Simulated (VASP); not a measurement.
Runs of VASP 6.6.1 on AgCl. The structure is that of space group C2/m (No. 12), or close to it. The cells are those of the table. 

```csv
cell,gap on the mesh (eV),pressure (GPa)
"a = 3.351, b = 3.342, c = 3.363 Å, angles 99.4, 102.5, 89.5°, 2 atoms",0.15,4.1
"a = 3.336, b = 3.336, c = 3.341 Å, angles 96.3, 96.3, 89.8°, 2 atoms",0.20,1.0
"a = 3.342, b = 3.342, c = 3.354 Å, angles 99.4, 99.4, 89.6°, 2 atoms",0.20,(b)
"a = 3.351, b = 3.351, c = 3.371 Å, angles 102.5, 102.5, 89.3°, 2 atoms",0.29,(c)
"a = 3.351, b = 3.332, c = 3.353 Å, angles 93.1, 102.5, 89.8°, 2 atoms",none,(a)
```

Alike in all rows: task single point; level PBEsol; potentials or basis VASP PAW PBE potentials, release 64 (Ag, Cl); no spin polarisation; k mesh 10 × 10 × 10; cutoff (eV) 520; smearing gaussian 0.05 eV.

Question: Fill in the values left out.

Answer: (a) 2.5; (b) 2.8; (c) 5.6.

Caveats: the PAW data sets were made with another functional, which shifts forces and pressure a little.

A k mesh can miss the band edges, and the runs leave out spin-orbit coupling on Ag.

A gap of «none» marks levels without a gap at the run's occupations.
